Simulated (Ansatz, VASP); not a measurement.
# Two plane-wave programs on Sc2AlAs3

The input INCAR:

```
SYSTEM = Sc2AlAs3
PREC = Accurate
ENCUT = 520
EDIFF = 1E-6
ISMEAR = 0
SIGMA = 0.1
LREAL = .False.
LASPH = .True.
NELM = 150
ALGO = Fast
ISIF = 2
LWAVE = .False.
LCHARG = .False.
ISPIN = 2
MAGMOM = 1 1 0 0 0 0
LORBIT = 11
LMAXMIX = 4
GGA = PE
NBANDS = 33
```

Contents of KPOINTS:

```
regular mesh
0
Gamma
  6 6 4
  0 0 0
```

Contents of POSCAR:

```
Sc2AlAs3
1.0
    5.0510373441      0.0000000000      0.0000000000
   -2.5255186721      4.3743266555      0.0000000000
    0.0000000000      0.0000000000      5.4898084188
Sc Al As
2 1 3
Direct
    0.3333333333      0.6666666667      0.0000000000
    0.6666666667      0.3333333333      0.0000000000
    0.0000000000      0.0000000000      0.5000000000
    0.3333333333      0.6666666667      0.5000000000
    0.6666666667      0.3333333333      0.5000000000
    0.0000000000      0.0000000000      0.0000000000
```

Input for Ansatz:

```yaml
crystal:
  lattice:
    - [5.0510373441, 0.0, 0.0]
    - [-2.5255186721, 4.3743266555, 0.0]
    - [0.0, 0.0, 5.4898084188]
  atoms:
    - { symbol: Sc, position: [0.3333333333, 0.6666666667, 0.0], spin: 1.0 }
    - { symbol: Sc, position: [0.6666666667, 0.3333333333, 0.0], spin: 1.0 }
    - { symbol: Al, position: [0.0, 0.0, 0.5] }
    - { symbol: As, position: [0.3333333333, 0.6666666667, 0.5] }
    - { symbol: As, position: [0.6666666667, 0.3333333333, 0.5] }
    - { symbol: As, position: [0.0, 0.0, 0.0] }
basis:
  ecutwfc: 420
kpoints:
  mp_grid: { grid: [6, 6, 4] }
hamiltonian:
  xc: pbe
scf:
  occupations: { method: gaussian, width: 0.1 }
  lower_state_search: "off"
output:
  forces: true
  stress: true
  eigenvalues: true
  populations: true
magnetization:
  spin_polarized: true
```

Alike in both runs: task single point; functional PBE; k mesh 6 × 6 × 4; occupations gaussian, width 0.1 eV; collinear spin.

|  | VASP | Ansatz |
| --- | --- | --- |
| version | VASP 6.6.1 | Ansatz 0.2.0 |
| potentials or method | VASP PAW PBE potentials, release 64 (Sc_sv, Al, As), cutoff 520 eV | scalar-relativistic, plane waves, PAW |
| valence electrons in the cell | 40 | 70 |

```csv
,VASP,Ansatz,Ansatz less VASP
gap on the k mesh at the Fermi level (eV),none,none,-
pressure (GPa),0.6,0.4,-0.17
"traceless stress, the component that is largest in VASP (GPa)",-0.06,-0.10,-0.045
net moment per atom (μB),0.27,0.27,+0.001
size of the moment on the site where the two differ most (μB),0.57,0.49,-0.078
```

Site moments also hang on the region over which each program counts them. A gap of «none» marks a metal or a gap that the smearing closes. With one functional, cell and mesh, what is left measures potentials, basis and numerics. VASP's potentials hold 40 valence electrons a cell and Ansatz's 70, so a difference there can come from the potentials and not from the codes.
